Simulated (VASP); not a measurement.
Input of a VASP 6.6.1 run:

The input INCAR:

```
PREC = Accurate ; ENCUT = 520
EDIFF = 1E-7 ; ISMEAR = 0
SIGMA = 0.01 ; LREAL = F
LASPH = T ; NELM = 60
ALGO = Normal ; ISIF = 2
LWAVE = F ; LCHARG = F
GGA = PE ; NBANDS = 24
```

Contents of KPOINTS:

```
regular mesh
0
Gamma
  6 6 6
```

The input POSCAR:

```
KMgF3
1.0
    4.0552031151      0.0000000000      0.0000000000
    0.0000000000      4.0552031151      0.0000000000
    0.0000000000      0.0000000000      4.0552031151
K Mg F
1 1 3
Direct
    0.5000000000      0.5000000000      0.5000000000
    0.0000000000      0.0000000000      0.0000000000
    0.5000000000      0.0000000000      0.0000000000
    0.0000000000      0.5000000000      0.0000000000
    0.0000000000      0.0000000000      0.5000000000
```

Potentials or basis: VASP PAW PBE potentials, release 64 (K_sv, Mg, F).

The run is started by

```sh
$ cat potpaw_PBE.64/K_sv/POTCAR potpaw_PBE.64/Mg/POTCAR potpaw_PBE.64/F/POTCAR > POTCAR
$ mpirun -np 1 vasp_std > vasp.out
```

Problem. What does it give for the pressure?

Solution. -0.5 GPa.

Problem. Predict the band gap on the k mesh.

Solution. 6.92 eV (least direct gap 7.24 eV).

A k mesh can miss the band edges. Expect the measured gap to be larger: semilocal functionals such as PBE lack the derivative discontinuity.
